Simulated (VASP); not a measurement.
# Sb (Fm-3m) in VASP: settings compared

Sb is run at these levels: PBE, RPBE; tasks: single point.

Everything below comes from runs of VASP 6.6.1. Logs are shortened: lines on timing, memory, paths and dates and some standing lists are left out, and cuts for length are marked.

## 1. The cell of the first run

The structure is cubic, space group Fm-3m (No. 225). The conventional cell has a = 4.742 Å, b = 4.742 Å, c = 4.742 Å, α = 90.00°, β = 90.00°, γ = 90.00°. Sb (site symmetry m-3m) has 12 Sb at 3.35 Å within 4.4 Å.

## 2. Single point, PBE

File INCAR:

```
PREC = Accurate
ENCUT = 520
EDIFF = 1E-6
ISMEAR = 0
SIGMA = 0.024
LREAL = False
LASPH = True
NELM = 60
ALGO = Normal
ISIF = 2
LWAVE = False
LCHARG = True
GGA = PE
LELF = True
LVHAR = True
NBANDS = 8
```

File KPOINTS:

```
regular mesh
0
Gamma
  10 10 10
```

File POSCAR:

```
Sb
1.0
    0.0000000000      2.3712425216      2.3712425216
    2.3712425216      0.0000000000      2.3712425216
    2.3712425216      2.3712425216      0.0000000000
Sb
1
Direct
    0.0000000000      0.0000000000      0.0000000000
```

Potentials or basis: VASP PAW PBE potentials, release 64 (Sb).

Command:

```bash
$ cat potpaw_PBE.64/Sb/POTCAR > POTCAR
$ mpirun -np 1 vasp_std > vasp.out
```

OUTCAR:

```text
PREC = Accurate
   ENCUT = 520
   EDIFF = 1E-6
   ISMEAR = 0
   LREAL = False
   LASPH = True
   NELM = 60
   ISIF = 2
   GGA = PE

 ion  position               nearest neighbor table
   1  0.000  0.000  0.000-

  LATTYP: Found a face centered cubic cell.
 ALAT       =     4.7424850432

  Lattice vectors:

 A1 = (   0.0000000000,   2.3712425216,   2.3712425216)
 A2 = (   2.3712425216,   0.0000000000,   2.3712425216)
 A3 = (   2.3712425216,   2.3712425216,   0.0000000000)

Analysis of symmetry for initial positions (statically):
=====================================================================
 Subroutine PRICEL returns:
 Original cell was already a primitive cell.

 Routine SETGRP: Setting up the symmetry group for a
 face centered cubic supercell.

 Subroutine GETGRP returns: Found 48 space group operations
[... 9 lines left out ...]

 Routine SETGRP: Setting up the symmetry group for a
 face centered cubic supercell.

 Subroutine GETGRP returns: Found 48 space group operations
[... 11 lines left out ...]
                                     Primitive cell

  volume of cell :      26.6660

  direct lattice vectors                    reciprocal lattice vectors
     0.000000000  2.371242522  2.371242522    -0.210859916  0.210859916  0.210859916
     2.371242522  0.000000000  2.371242522     0.210859916 -0.210859916  0.210859916
     2.371242522  2.371242522  0.000000000     0.210859916  0.210859916 -0.210859916

  length of vectors
     3.353443334  3.353443334  3.353443334     0.365220089  0.365220089  0.365220089

  position of ions in fractional coordinates (direct lattice)
     0.000000000  0.000000000  0.000000000

  ion indices of the primitive-cell ions
   primitive index   ion index
                 1           1

----------------------------------------------------------------------------------------

 KPOINTS: regular mesh

Automatic generation of k-mesh.
 Grid dimensions read from file:
 generate k-points for:   10   10   10

 Generating k-lattice:

  Cartesian coordinates                     Fractional coordinates (reciprocal lattice)
    -0.021085992  0.021085992  0.021085992     0.100000000  0.000000000  0.000000000
     0.021085992 -0.021085992  0.021085992     0.000000000  0.100000000  0.000000000
     0.021085992  0.021085992 -0.021085992     0.000000000  0.000000000  0.100000000

  Length of vectors
     0.036522009  0.036522009  0.036522009

  Shift w.r.t. Gamma in fractional coordinates (k-lattice)
     0.000000000  0.000000000  0.000000000

 Subroutine IBZKPT returns following result:
 ===========================================

 Found     47 irreducible k-points:

 Following reciprocal coordinates:
            Coordinates               Weight
  0.000000  0.000000  0.000000      1.000000
  0.100000  0.000000  0.000000      8.000000
  0.200000  0.000000  0.000000      8.000000
  0.300000  0.000000  0.000000      8.000000
  0.400000  0.000000  0.000000      8.000000
  0.500000  0.000000  0.000000      4.000000
[... 16 lines left out ...]
  0.300000  0.300000  0.000000      6.000000
  0.400000  0.300000  0.000000     24.000000
 [... further k-points ...]
   k-points           NKPTS =     47   k-points in BZ     NKDIM =     47   number of bands    NBANDS=      8
   number of dos      NEDOS =    301   number of ions     NIONS =      1
   total plane-waves  NPLWV =  21952
   dimension x,y,z NGX =    28 NGY =   28 NGZ =   28
   dimension x,y,z NGXF=    56 NGYF=   56 NGZF=   56
   ions per type =               1
   NGX,Y,Z   is equivalent  to a cutoff of  13.88, 13.88, 13.88 a.u.
   NGXF,Y,Z  is equivalent  to a cutoff of  27.76, 27.76, 27.76 a.u.
 SYSTEM =  unknown system
   PREC   = accura    normal or accurate (medium, high low for compatibility)
   ISTART =      0    job   : 0-new  1-cont  2-samecut
   ICHARG =      2    charge: 1-file 2-atom 10-const
   ISPIN  =      1    spin polarized calculation?
   LNONCOLLINEAR =      F non collinear calculations
   LSORBIT =      F    spin-orbit coupling
   LASPH  =      T    aspherical Exc in radial PAW
   ENCUT  =  520.0 eV  38.22 Ry    6.18 a.u.   6.24  6.24  6.24*2*pi/ulx,y,z
   NELM   =     60;   NELMIN=  2; NELMDL= -5     # of ELM steps
   EDIFF  = 0.1E-05   stopping-criterion for ELM
   LREAL  =      F    real-space projection
   EDIFFG = 0.1E-04   stopping-criterion for IOM
   NSW    =      0    number of steps for IOM
   IBRION =     -1    ionic relax: 0-MD 1-quasi-New 2-CG
   NFREE  =      0    steps in history (QN), initial steepest desc. (CG)
   ISIF   =      2    stress and relaxation
   ISYM   =      2    0-nonsym 1-usesym 2-fastsym
   POTIM  = 0.5000    time-step for ionic-motion
   TEBEG  =    0.0;   TEEND  =   0.0 temperature during run
   PSTRESS=    0.0 pullay stress
   NELECT =       5.0000    total number of electrons
   NUPDOWN=      -1.0000    fix difference up-down
   EMIN   =  10.00;   EMAX   =-10.00  energy-range for DOS
   EFERMI =   0.00;   METHOD = LEGACY
   ISMEAR =     0;   SIGMA  =   0.02  broadening in eV -4-tet -1-fermi 0-gaus
   EFERMI_NEDOS =   21; number of points for ismear=-14 and -15
   IALGO  =     38    algorithm
   IMIX   =      4    mixing-type and parameters
     AMIX     =   0.40;   BMIX     =  1.00
     AMIX_MAG =   1.60;   BMIX_MAG =  1.00
  volume/ion in A,a.u.               =      26.67       179.95
  Fermi-wavevector in a.u.,A,eV,Ry     =   0.937013  1.770697 11.945820  0.877993
  Thomas-Fermi vector in A             =   2.064081
   LORBIT       =      0    0 simple, 1 ext, 2 COOP (PROOUT), +10 PAW based schemes
   GGA     = PE    functional components
   LHFCALC =     F    Hartree Fock is set to
   AEXX    =    0.0000 exact exchange contribution
   IVDW    =     0    specifies the selected vdW correction
   LEPSILON=     F    determine dielectric tensor
   LRPA    =     F    only Hartree local field effects (RPA)
 non-spin polarized calculation
 Gauss-broadening in eV      SIGMA  =   0.02
  energy-cutoff  :      520.00
  volume of cell :       26.67
 maximum number of plane-waves:       728
 NGX is ok and might be reduce to    28
   NGX = 13   NGY = 13   NGZ = 13

 number of electron       5.0000000 magnetization

 Free energy of the ion-electron system (eV)
  ---------------------------------------------------
  ext. energy  EPLUGINS =         0.00000000
  ---------------------------------------------------
  free energy    TOTEN  =        -3.81580284 eV

  energy without entropy =       -3.81522835  energy(sigma->0) =       -3.81551560

 E-fermi :   8.5919     XC(G=0): -10.2768

 val. band max:        8.5755579834   @ k =  -0.4000   0.4000   0.1000
 cond. band min:       8.6650577306   @ k =  -0.2000   0.2000   0.0000
 fundamental gap:      0.0894997472
 Fermi energy:         8.5919157175

 k-point     1 :       0.0000    0.0000    0.0000
  band No.  band energies     occupation
      1      -4.3497      2.00000
      2      14.0446      0.00000
      3      14.0446      0.00000
      4      14.0446      0.00000
      5      18.6377      0.00000
      6      18.6377      0.00000
      7      18.6377      0.00000
      8      18.8943      0.00000

 k-point     2 :       0.1000    0.0000    0.0000
  band No.  band energies     occupation
      1      -4.1500      2.00000
      2      12.3241      0.00000
      3      13.7897      0.00000
      4      13.7897      0.00000
      5      17.5894      0.00000
      6      19.0494      0.00000
      7      19.0494      0.00000
      8      20.8773      0.00000

 k-point     3 :       0.2000    0.0000    0.0000
  band No.  band energies     occupation
      1      -3.5556      2.00000
      2       9.3361      0.00000
      3      13.2647      0.00000
      4      13.2647      0.00000
      5      17.0677      0.00000
      6      19.3979      0.00000
      7      19.3979      0.00000
      8      20.9879      0.00000

 k-point     4 :       0.3000    0.0000    0.0000
  band No.  band energies     occupation
      1      -2.5906      2.00000
      2       6.4386      2.00000
      3      12.7713      0.00000
      4      12.7713      0.00000
      5      16.8291      0.00000
      6      18.6344      0.00000
      7      18.6344      0.00000
      8      19.6681      0.00000

 k-point     5 :       0.4000    0.0000    0.0000
  band No.  band energies     occupation
      1      -1.3630      2.00000
      2       4.0032      2.00000
      3      12.4439      0.00000
      4      12.4439      0.00000
      5      16.8232      0.00000
      6      17.9975      0.00000
      7      17.9975      0.00000
      8      18.6936      0.00000

 k-point     6 :       0.5000    0.0000    0.0000
  band No.  band energies     occupation
      1      -0.5422      2.00000
      2       2.7737      2.00000
      3      12.3307      0.00000
      4      12.3307      0.00000
      5      16.8873      0.00000
      6      17.7732      0.00000
      7      17.7732      0.00000
      8      18.2994      0.00000

 k-point     7 :       0.1000    0.1000    0.0000
  band No.  band energies     occupation
      1      -4.0833      2.00000
      2      13.0092      0.00000
      3      13.0817      0.00000
      4      13.0817      0.00000
      5      16.7646      0.00000
      6      19.8291      0.00000
      7      19.8466      0.00000
      8      19.8466      0.00000

 k-point     8 :       0.2000    0.1000    0.0000
  band No.  band energies     occupation
      1      -3.6199      2.00000
      2      10.3983      0.00000
      3      12.3639      0.00000
      4      12.9650      0.00000
      5      16.6501      0.00000
      6      18.4830      0.00000
      7      19.9202      0.00000
      8      20.7015      0.00000

 k-point     9 :       0.3000    0.1000    0.0000
  band No.  band energies     occupation
      1      -2.7752      2.00000
      2       7.4895      2.00000
      3      11.8622      0.00000
      4      12.3180      0.00000
      5      16.5034      0.00000
      6      18.3955      0.00000
      7      20.1537      0.00000
      8      20.1837      0.00000

 k-point    10 :       0.4000    0.1000    0.0000
  band No.  band energies     occupation
      1      -1.6144      2.00000
      2       4.8970      2.00000
      3      11.6063      0.00000
      4      11.6640      0.00000
      5      16.0991      0.00000
      6      18.4462      0.00000
      7      19.2377      0.00000
      8      20.7619      0.00000
[... 78 lines left out ...]
 k-point    18 :       0.4000    0.2000    0.0000
  band No.  band energies     occupation
      1      -1.5135      2.00000
      2       6.0633      2.00000
      3       9.8023      0.00000
      4      10.6377      0.00000
      5      14.7260      0.00000
      6      17.8887      0.00000
      7      21.2465      0.00000
      8      21.7475      0.00000

 k-point    19 :       0.5000    0.2000    0.0000
  band No.  band energies     occupation
      1      -0.3243      2.00000
      2       4.0412      2.00000
      3       8.8834      0.00000
      4      10.7687      0.00000
      5      14.7080      0.00000
      6      19.8466      0.00000
      7      20.4321      0.00000
      8      21.5578      0.00000

 k-point    20 :      -0.4000    0.2000    0.0000
  band No.  band energies     occupation
      1      -0.0533      2.00000
      2       3.6702      2.00000
      3       8.2789      2.00000
      4      11.2738      0.00000
      5      15.1050      0.00000
      6      19.8953      0.00000
      7      20.1166      0.00000
      8      23.2532      0.00000

 k-point    21 :      -0.3000    0.2000    0.0000
  band No.  band energies     occupation
      1      -1.1286      2.00000
      2       5.3770      2.00000
      3       8.0813      2.00000
      4      12.0903      0.00000
      5      15.8954      0.00000
      6      19.6654      0.00000
      7      19.8232      0.00000
      8      21.7566      0.00000

 k-point    22 :      -0.2000    0.2000    0.0000
  band No.  band energies     occupation
      1      -2.2656      2.00000
      2       7.4892      2.00000
      3       8.6651      0.00002
      4      13.0357      0.00000
      5      17.0595      0.00000
      6      19.2088      0.00000
      7      19.6025      0.00000
      8      20.1379      0.00000

 k-point    23 :       0.3000    0.3000    0.0000
  band No.  band energies     occupation
      1      -1.9852      2.00000
      2       8.1811      2.00000
      3      10.1671      0.00000
      4      10.1671      0.00000
      5      14.1254      0.00000
      6      14.3775      0.00000
      7      24.1677      0.00000
      8      24.1679      0.00000

 k-point    24 :       0.4000    0.3000    0.0000
  band No.  band energies     occupation
      1      -1.0504      2.00000
      2       6.5688      2.00000
      3       8.8952      0.00000
      4       9.8055      0.00000
      5      13.8071      0.00000
      6      15.0456      0.00000
      7      23.5107      0.00000
      8      24.2218      0.00000

 [... further k-points ...]
[... 5 lines left out ...]
  --------------------------------------------------------------------------------------
  -------------------------------------------------------------------------------------
  Total        0.3047776      0.3047776      0.3047776     -0.0000000     -0.0000000      0.0000000
  in kB       18.3119954     18.3119954     18.3119954     -0.0000000     -0.0000000      0.0000000
  external PRESSURE =      18.3119954 kB  Pullay stress =       0.0000000 kB

 VOLUME and BASIS-vectors are now :
 -----------------------------------------------------------------------------
  energy-cutoff  :      520.00
  volume of cell :       26.67
      direct lattice vectors                 reciprocal lattice vectors
     0.000000000  2.371242522  2.371242522    -0.210859916  0.210859916  0.210859916
     2.371242522  0.000000000  2.371242522     0.210859916 -0.210859916  0.210859916
     2.371242522  2.371242522  0.000000000     0.210859916  0.210859916 -0.210859916

 POSITION                                       TOTAL-FORCE (eV/Angst)
 -----------------------------------------------------------------------------------
      0.00000      0.00000      0.00000         0.000000     -0.000000     -0.000000
 -----------------------------------------------------------------------------------
    total drift:                                0.000000      0.000000      0.000000

  FREE ENERGIE OF THE ION-ELECTRON SYSTEM (eV)
  ---------------------------------------------------
  free  energy   TOTEN  =        -3.8158028375 eV

  energy  without entropy=       -3.8152283546  energy(sigma->0) =       -3.81551560
```

Wall time 8.3 s (1 thread of Intel Xeon Platinum 8488C (Sapphire Rapids), shared host); peak memory 0.15 GiB.

What came out:

```
Free energy : -3.8158 eV
Pressure    : 1.8 GPa
```

Caveat: spin-orbit coupling is left out, which moves the levels of the heavy elements.

## 3. Single point, RPBE

This run uses another cell than the first one, of 28.12 Å³/atom, 1.054 times its volume.

File INCAR:

```
SYSTEM = Sb
ALGO = Normal
EDIFF = 1E-6
ENCUT = 520
GGA = RP
ISIF = 2
ISMEAR = -1
LASPH = .TRUE.
LCHARG = .FALSE.
LREAL = .FALSE.
LWAVE = .FALSE.
NBANDS = 8
NELM = 100
PREC = Accurate
SIGMA = 0.05
```

File KPOINTS:

```
k-points
0
G
  10 10 10
  0 0 0
```

File POSCAR:

```
Sb
1.0
    0.0000000000      2.4134579026      2.4134579026
    2.4134579026      0.0000000000      2.4134579026
    2.4134579026      2.4134579026      0.0000000000
Sb
1
Direct
    0.0000000000      0.0000000000      0.0000000000
```

Potentials or basis: VASP PAW PBE potentials, release 64 (Sb).

Command:

```bash
$ cat potpaw_PBE.64/Sb/POTCAR > POTCAR
$ mpirun -np 1 vasp_std > vasp.out
```

It took 7.2 s on 1 thread of Intel Xeon Platinum 8488C (Sapphire Rapids), shared host; peak memory 0.15 GiB.

Results (log left out):

```yaml
Free_energy: -3.4406 eV
Pressure: -0.2 GPa
```

Levels at points of the mesh, in eV from the Fermi level:
| k point | band 1 | band 2 | band 3 | band 4 | band 5 |
| --- | --- | --- | --- | --- | --- |
| (0.00, 0.00, 0.00) | -12.58 | 5.04 | 5.04 | 5.04 | 9.78 |
| (0.50, 0.00, 0.00) | -9.05 | -5.55 | 3.45 | 3.45 | 7.89 |
| (0.50, 0.50, 0.00) | -7.54 | -4.69 | 0.38 | 0.38 | 4.10 |

Caveat: the PAW data sets were made with another functional, which shifts forces and pressure a little; spin-orbit coupling is left out, which moves the levels of the heavy elements.
